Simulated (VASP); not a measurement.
Here is a VASP 6.6.1 calculation.

The input INCAR:

```
SYSTEM = BaTe
PREC     = Accurate       ! precision mode
ENCUT    = 520            ! plane-wave cutoff, eV
EDIFF    = 1E-7           ! SCF threshold, eV
ISMEAR   = 0              ! smearing method
SIGMA    = 0.05           ! smearing width, eV
LREAL    = .FALSE.        ! projectors in reciprocal space
LASPH    = .TRUE.         ! aspherical terms in the spheres
NELM     = 80             ! most SCF steps
ALGO     = Normal         ! electronic algorithm
ISIF     = 2              ! what is computed and relaxed
LWAVE    = .FALSE.        ! write WAVECAR
LCHARG   = .FALSE.        ! write CHGCAR
GGA      = PS             ! functional
NBANDS   = 15             ! bands
```

Contents of KPOINTS:

```
regular mesh
0
G
  6 6 6
  0 0 0
```

File POSCAR:

```
BaTe
1.0
    4.6034632800      0.0000000000      0.0000000000
    0.0000000000      4.6034632800      0.0000000000
    0.0000000000      0.0000000000      4.0919673600
Ba Te
1 1
Direct
    0.0000000000      0.0000000000      0.0000000000
    0.5000000000      0.5000000000      0.5000000000
```

Potentials or basis: VASP PAW PBE potentials, release 64 (Ba_sv, Te).

Command:

```bash
$ cat potpaw_PBE.64/Ba_sv/POTCAR potpaw_PBE.64/Te/POTCAR > POTCAR
$ mpirun -np 1 vasp_std > vasp.out
```

Question: What does it give for the band gap on the k mesh?

Answer: 0.03 eV.

Question: Predict the pressure.

Answer: -4.1 GPa.

Stress tensor (GPa, compression positive):
```
-6.56  0.00  0.00
 0.00 -6.56  0.00
 0.00  0.00  0.84
```

Caveat: the cell differs from its parent crystal (strain +0.080 along x and y, -0.040 along z); the cell stands under tension; the PAW data sets were made with another functional, which shifts forces and pressure a little; spin-orbit coupling is left out, which moves the levels of the heavy elements. A k mesh can miss the band edges.
